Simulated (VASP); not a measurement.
# I (a cell with a defect) in VASP: single point with PBE

Aim: the single point of I (a cell with a defect) with PBE.

All numbers are computed with VASP 6.6.1; they aren't measurements. Logs are shortened: lines on timing, memory, paths and dates and some standing lists are left out, and cuts for length are marked.

**1. The cell of the first run**

The cell holds a defect, 15 atoms: a = 8.764 Å, b = 8.764 Å, c = 9.856 Å, α = 90.00°, β = 90.00°, γ = 66.92°.

**2. Single point, PBE**

File INCAR:

```
SYSTEM = I
ALGO = Normal ; EDIFF = 1E-6
ENCUT = 520 ; GGA = PE
ISIF = 2 ; ISMEAR = -1
LASPH = .True. ; LCHARG = .False.
LREAL = Auto ; LWAVE = .False.
NBANDS = 66 ; NELM = 100
PREC = Accurate ; SIGMA = 0.1
```

File KPOINTS:

```
k-points
0
Gamma
  2 2 2
  0 0 0
```

File POSCAR:

```
I
1.0
    7.3117060000      4.8324780000      0.0000000000
    7.3117060000     -4.8324780000      0.0000000000
    0.0000000000      0.0000000000     -9.8564430000
I
15
Direct
    0.1269551253      0.3729885267      0.8745600213
    0.1271925858      0.3727579045      0.3742766026
    0.2937114726      0.2062617211      0.6242379731
    0.1288945202      0.8722437915      0.8744976256
    0.1285981286      0.8724674230      0.3744192504
    0.4516605500      0.5175640058      0.1246065137
    0.2756459141      0.6962071665      0.6243619529
    0.6278698074      0.3706998834      0.8745160906
    0.6278506176      0.3708096130      0.3745612895
    0.9817562317      0.0483653295      0.1245530462
    0.8040100208      0.2240073803      0.6244356103
    0.5282332795      0.9712252600      1.0978822685
    0.6288826690      0.8706412451      0.3744694714
    0.9603946810      0.5394386001      0.1244422557
    0.7296744200      0.7700121101      0.6507863942
```

Potentials or basis: VASP PAW PBE potentials, release 64 (I).

Run with:

```
$ cat potpaw_PBE.64/I/POTCAR > POTCAR
$ mpirun -np 1 vasp_std > vasp.out
```

OUTCAR:

```text
SYSTEM = I
   EDIFF = 1E-6
   ENCUT = 520
   GGA = PE
   ISIF = 2
   ISMEAR = -1
   LASPH = .True.
   LREAL = Auto
   NELM = 100
   PREC = Accurate

 ion  position               nearest neighbor table
   1  0.127  0.373  0.875-  14 2.94   3 2.95
   2  0.127  0.373  0.374-   3 2.94  14 2.94
   3  0.294  0.206  0.624-   2 2.94   1 2.95
   4  0.129  0.872  0.874-   7 2.93  10 2.93
   5  0.129  0.872  0.374-  10 2.92   7 2.93
   6  0.452  0.518  0.125-   9 2.92   8 2.93
   7  0.276  0.696  0.624-   5 2.93   4 2.93
   8  0.628  0.371  0.875-  11 2.93   6 2.93
   9  0.628  0.371  0.375-  11 2.92   6 2.92
  10  0.982  0.048  0.125-   5 2.92   4 2.93
  11  0.804  0.224  0.624-   9 2.92   8 2.93
  12  0.528  0.971  0.098-  13 2.89
  13  0.629  0.871  0.374-  15 2.89  12 2.89
  14  0.960  0.539  0.124-   1 2.94   2 2.94
  15  0.730  0.770  0.651-  13 2.89

  LATTYP: Found a base centered orthorhombic cell.
 ALAT       =     9.6649560000
 B/A-ratio  =     1.5130345136
 C/A-ratio  =     1.0198125061

  Lattice vectors:

 A1 = (  -7.3117060000,   4.8324780000,   0.0000000000)
 A2 = (   7.3117060000,   4.8324780000,   0.0000000000)
 A3 = (   0.0000000000,   0.0000000000,  -9.8564430000)

Analysis of symmetry for initial positions (statically):
=====================================================================
 Subroutine PRICEL returns:
 Original cell was already a primitive cell.

 Routine SETGRP: Setting up the symmetry group for a
 base centered orthorhombic supercell.

 Subroutine GETGRP returns: Found  1 space group operations
 (whereof  1 operations were pure point group operations)
 out of a pool of  8 trial point group operations.

The static configuration has the point symmetry C_1 .

Analysis of symmetry for dynamics (positions and initial velocities):
=====================================================================
 Subroutine PRICEL returns:
 Original cell was already a primitive cell.

 Routine SETGRP: Setting up the symmetry group for a
 base centered orthorhombic supercell.

 Subroutine GETGRP returns: Found  1 space group operations
 (whereof  1 operations were pure point group operations)
 out of a pool of  8 trial point group operations.

The dynamic configuration has the point symmetry C_1 .

 Subroutine INISYM returns: Found  1 space group operations
 (whereof  1 operations are pure point group operations),
 and found     1 'primitive' translations

----------------------------------------------------------------------------------------

                                     Primitive cell

  volume of cell :     696.5284

  direct lattice vectors                    reciprocal lattice vectors
     7.311706000  4.832478000  0.000000000     0.068383494  0.103466586  0.000000000
     7.311706000 -4.832478000  0.000000000     0.068383494 -0.103466586  0.000000000
     0.000000000  0.000000000 -9.856443000     0.000000000  0.000000000 -0.101456479

  length of vectors
     8.764353271  8.764353271  9.856443000     0.124022726  0.124022726  0.101456479

  position of ions in fractional coordinates (direct lattice)
     0.126955125  0.372988527  0.874560021
     0.127192586  0.372757904  0.374276603
     0.293711473  0.206261721  0.624237973
     0.128894520  0.872243791  0.874497626
     0.128598129  0.872467423  0.374419250
     0.451660550  0.517564006  0.124606514
     0.275645914  0.696207167  0.624361953
     0.627869807  0.370699883  0.874516091
     0.627850618  0.370809613  0.374561290
     0.981756232  0.048365330  0.124553046
     0.804010021  0.224007380  0.624435610
     0.528233280  0.971225260  0.097882269
     0.628882669  0.870641245  0.374469471
     0.960394681  0.539438600  0.124442256
     0.729674420  0.770012110  0.650786394

  ion indices of the primitive-cell ions
   primitive index   ion index
                 1           1
                 2           2
                 3           3
                 4           4
                 5           5
                 6           6
                 7           7
                 8           8
                 9           9
                10          10
                11          11
                12          12
                13          13
                14          14
                15          15

----------------------------------------------------------------------------------------

 KPOINTS: k-points

Automatic generation of k-mesh.
 Grid dimensions read from file:
 generate k-points for:    2    2    2

 Generating k-lattice:

  Cartesian coordinates                     Fractional coordinates (reciprocal lattice)
     0.034191747  0.051733293  0.000000000     0.500000000  0.000000000  0.000000000
     0.034191747 -0.051733293  0.000000000     0.000000000  0.500000000  0.000000000
     0.000000000  0.000000000 -0.050728239     0.000000000  0.000000000  0.500000000

  Length of vectors
     0.062011363  0.062011363  0.050728239

  Shift w.r.t. Gamma in fractional coordinates (k-lattice)
     0.000000000  0.000000000  0.000000000

 Subroutine IBZKPT returns following result:
 ===========================================

 Found      8 irreducible k-points:

 Following reciprocal coordinates:
            Coordinates               Weight
  0.000000  0.000000  0.000000      1.000000
  0.500000  0.000000  0.000000      1.000000
  0.000000  0.500000  0.000000      1.000000
  0.500000  0.500000  0.000000      1.000000
  0.000000  0.000000  0.500000      1.000000
  0.500000  0.000000  0.500000      1.000000
  0.000000  0.500000  0.500000      1.000000
  0.500000  0.500000  0.500000      1.000000
   k-points           NKPTS =      8   k-points in BZ     NKDIM =      8   number of bands    NBANDS=     66
   number of dos      NEDOS =    301   number of ions     NIONS =     15
   total plane-waves  NPLWV = 392000
   dimension x,y,z NGX =    70 NGY =   70 NGZ =   80
   dimension x,y,z NGXF=   140 NGYF=  140 NGZF=  160
   ions per type =              15
   NGX,Y,Z   is equivalent  to a cutoff of  13.28, 13.28, 13.49 a.u.
   NGXF,Y,Z  is equivalent  to a cutoff of  26.56, 26.56, 26.99 a.u.
 SYSTEM =  I
   PREC   = accura    normal or accurate (medium, high low for compatibility)
   ISTART =      0    job   : 0-new  1-cont  2-samecut
   ICHARG =      2    charge: 1-file 2-atom 10-const
   ISPIN  =      1    spin polarized calculation?
   LNONCOLLINEAR =      F non collinear calculations
   LSORBIT =      F    spin-orbit coupling
   LASPH  =      T    aspherical Exc in radial PAW
   ENCUT  =  520.0 eV  38.22 Ry    6.18 a.u.  16.30 16.30 18.33*2*pi/ulx,y,z
   NELM   =    100;   NELMIN=  2; NELMDL= -5     # of ELM steps
   EDIFF  = 0.1E-05   stopping-criterion for ELM
   LREAL  =      T    real-space projection
   EDIFFG = 0.1E-04   stopping-criterion for IOM
   NSW    =      0    number of steps for IOM
   IBRION =     -1    ionic relax: 0-MD 1-quasi-New 2-CG
   NFREE  =      0    steps in history (QN), initial steepest desc. (CG)
   ISIF   =      2    stress and relaxation
   ISYM   =      2    0-nonsym 1-usesym 2-fastsym
   POTIM  = 0.5000    time-step for ionic-motion
   TEBEG  =    0.0;   TEEND  =   0.0 temperature during run
   PSTRESS=    0.0 pullay stress
   NELECT =     105.0000    total number of electrons
   NUPDOWN=      -1.0000    fix difference up-down
   EMIN   =  10.00;   EMAX   =-10.00  energy-range for DOS
   EFERMI =   0.00;   METHOD = LEGACY
   ISMEAR =    -1;   SIGMA  =   0.10  broadening in eV -4-tet -1-fermi 0-gaus
   EFERMI_NEDOS =   21; number of points for ismear=-14 and -15
   IALGO  =     38    algorithm
   IMIX   =      4    mixing-type and parameters
     AMIX     =   0.40;   BMIX     =  1.00
     AMIX_MAG =   1.60;   BMIX_MAG =  1.00
  volume/ion in A,a.u.               =      46.44       313.36
  Fermi-wavevector in a.u.,A,eV,Ry     =   0.871281  1.646483 10.328602  0.759131
  Thomas-Fermi vector in A             =   1.990367
   LORBIT       =      0    0 simple, 1 ext, 2 COOP (PROOUT), +10 PAW based schemes
   GGA     = PE    functional components
   LHFCALC =     F    Hartree Fock is set to
   AEXX    =    0.0000 exact exchange contribution
   IVDW    =     0    specifies the selected vdW correction
   LEPSILON=     F    determine dielectric tensor
   LRPA    =     F    only Hartree local field effects (RPA)
 non-spin polarized calculation
  energy-cutoff  :      520.00
  volume of cell :      696.53
 maximum number of plane-waves:     18782
 NGX is ok and might be reduce to    70
   NGX = 33   NGY = 33   NGZ = 37

 number of electron     104.9999999 magnetization

 Free energy of the ion-electron system (eV)
  ---------------------------------------------------
  ext. energy  EPLUGINS =         0.00000000
  ---------------------------------------------------
  free energy    TOTEN  =       -22.48363888 eV

  energy without entropy =      -22.24036391  energy(sigma->0) =      -22.36200139

 E-fermi :   1.8757     XC(G=0):  -7.6055

 val. band max:        1.8578489724   @ k =   0.0000   0.0000   0.0000
 cond. band min:       1.8920624650   @ k =   0.0000   0.0000   0.5000
 fundamental gap:      0.0342134927
 Fermi energy:         1.8757249140

 k-point     1 :       0.0000    0.0000    0.0000
  band No.  band energies     occupation
      1     -11.6380      2.00000
      2     -11.4067      2.00000
      3     -11.2646      2.00000
      4     -10.7719      2.00000
      5     -10.6397      2.00000
      6     -10.5735      2.00000
[... 525 lines left out ...]
     63       8.1038      0.00000
     64       8.2513      0.00000
 [bands above 64 left out]

------------------------ aborting loop because EDIFF is reached ----------------------------------------

  FORCE on cell =-STRESS in cart. coord.  units (eV):
  Direction    XX          YY          ZZ          XY          YZ          ZX
  --------------------------------------------------------------------------------------
  -------------------------------------------------------------------------------------
  Total        3.2955616      1.9792179      0.2506169      0.0008480      0.1844201      0.0012136
  in kB        7.5805583      4.5526616      0.5764773      0.0019506      0.4242091      0.0027917
  external PRESSURE =       4.2365657 kB  Pullay stress =       0.0000000 kB

 VOLUME and BASIS-vectors are now :
 -----------------------------------------------------------------------------
  energy-cutoff  :      520.00
  volume of cell :      696.53
      direct lattice vectors                 reciprocal lattice vectors
     7.311706000  4.832478000  0.000000000     0.068383494  0.103466586  0.000000000
     7.311706000 -4.832478000  0.000000000     0.068383494 -0.103466586  0.000000000
     0.000000000  0.000000000 -9.856443000     0.000000000  0.000000000 -0.101456479

 POSITION                                       TOTAL-FORCE (eV/Angst)
 -----------------------------------------------------------------------------------
      3.65544     -1.18895     -8.62005         0.000321      0.001036      0.003603
      3.65549     -1.18669     -3.68904        -0.000151      0.000496     -0.002457
      3.65566      0.42260     -6.15277         0.000359     -0.016510      0.004115
      7.32003     -3.59222     -8.61944         0.000479      0.001377      0.000138
      7.31950     -3.59473     -3.69044        -0.000769      0.003526     -0.001899
      7.08668     -0.31848     -1.22818         0.002972      0.014381     -0.002081
      7.10590     -2.03235     -6.15399        -0.000073     -0.016665      0.001549
      7.30125      1.24277     -8.61962        -0.002126     -0.001765     -0.002426
      7.30191      1.24214     -3.69184        -0.001772     -0.001096     -0.000684
      7.53195      4.51059     -1.22765        -0.002651      0.014210      0.000512
      7.51656      2.80285     -6.15471        -0.001036     -0.015501      0.001473
     10.96360     -2.14075     -0.96477         0.000973      0.002722     -0.012321
     10.96408     -1.16829     -3.69094         0.002314     -0.000586      0.003025
     10.96634      2.03426     -1.22656         0.000924      0.016270     -0.002277
     10.96527     -0.19493     -6.41444         0.000235     -0.001896      0.009730
 -----------------------------------------------------------------------------------
    total drift:                               -0.000330     -0.001616      0.008148

  FREE ENERGIE OF THE ION-ELECTRON SYSTEM (eV)
  ---------------------------------------------------
  free  energy   TOTEN  =       -22.4836388776 eV

  energy  without entropy=      -22.2403639060  energy(sigma->0) =      -22.36200139
```

Run time: 15 min. Hardware: 1 thread of Intel Xeon 8259CL, shared host; peak memory 0.83 GiB.

What came out:

```
Free energy            : -22.4836 eV
Pressure               : 0.4 GPa
Largest force          : 0.017 eV/Å
Band gap on the k mesh : zero (an odd number of electrons rules out a gap without spin polarisation)
```

Forces on the atoms (eV/Å):
```
I    0.000  0.001  0.004
I    0.000  0.000 -0.002
I    0.000 -0.017  0.004
I    0.000  0.001  0.000
I   -0.001  0.004 -0.002
I    0.003  0.014 -0.002
I    0.000 -0.017  0.002
I   -0.002 -0.002 -0.002
I   -0.002 -0.001 -0.001
I   -0.003  0.014  0.001
I   -0.001 -0.016  0.001
I    0.001  0.003 -0.012
I    0.002 -0.001  0.003
I    0.001  0.016 -0.002
I    0.000 -0.002  0.010
```

Levels at points of the mesh, in eV from the Fermi level:
```tsv
k point	band 50	band 51	band 52	band 53	band 54	band 55	band 56	band 57
(0.00, 0.00, 0.00)	-0.44	-0.38	-0.11	-0.02	0.81	1.15	1.46	2.01
(0.50, 0.00, 0.00)	-0.35	-0.27	-0.26	-0.06	0.99	0.99	1.16	2.05
(0.00, 0.50, 0.00)	-0.35	-0.27	-0.26	-0.06	0.99	0.99	1.16	2.05
(0.50, 0.50, 0.00)	-0.28	-0.24	-0.23	-0.17	0.85	1.16	1.44	2.05
(0.00, 0.00, 0.50)	-0.41	-0.38	-0.20	0.02	1.18	1.20	1.37	1.37
(0.50, 0.00, 0.50)	-0.56	-0.39	-0.26	-0.07	1.39	1.43	1.51	1.51
(0.00, 0.50, 0.50)	-0.56	-0.39	-0.26	-0.07	1.39	1.43	1.51	1.51
(0.50, 0.50, 0.50)	-0.45	-0.44	-0.33	-0.20	1.32	1.33	1.36	1.37
```

Caveat: the k points lie up to 0.39 Å⁻¹ apart, too coarse for converged energies and pressures of a metal; spin-orbit coupling is left out, which moves the levels of the heavy elements; an odd number of electrons without spin polarisation forces a metal; a magnetic or distorted state may lie lower.

The gap in the log of VASP goes by the Fermi energy; the results here count the filled bands.